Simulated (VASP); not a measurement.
A run of VASP 6.6.1:

Contents of INCAR:

```
SYSTEM = KNaICl
PREC = Accurate
ENCUT = 520
EDIFF = 1E-7
ISMEAR = 0
SIGMA = 0.05
LREAL = .False.
LASPH = .True.
NELM = 60
ALGO = Normal
ISIF = 2
LWAVE = .False.
LCHARG = .False.
GGA = PS
NBANDS = 23
```

Contents of KPOINTS:

```
Automatic mesh
0
Gamma
  6 6 4
  0 0 0
```

Contents of POSCAR:

```
KNaICl
1.0
    4.6457120000      0.0000000000      0.0000000000
    0.0000000000      4.6457120000      0.0000000000
    0.0000000000      0.0000000000      6.8190640000
K Na I Cl
1 1 1 1
Direct
    0.5000000000      0.5000000000      0.5000000000
    0.0000000000      0.0000000000      0.0000000000
    0.5000000000      0.5000000000      0.0000000000
    0.0000000000      0.0000000000      0.5000000000
```

Potentials or basis: VASP PAW PBE potentials, release 64 (K_sv, Na_pv, I, Cl).

The run is started by

```console
$ cat potpaw_PBE.64/K_sv/POTCAR potpaw_PBE.64/Na_pv/POTCAR potpaw_PBE.64/I/POTCAR potpaw_PBE.64/Cl/POTCAR > POTCAR
$ mpirun -np 1 vasp_std > vasp.out
```

Hardware: 1 thread of Intel Xeon 8259CL (shared host).

Problem. How long does it take, and how much memory?

Solution. Wall time 3.1 min on 1 thread of Intel Xeon 8259CL, on a shared host, peak memory 0.32 GiB. Counts: scf iterations 15, k points 30.
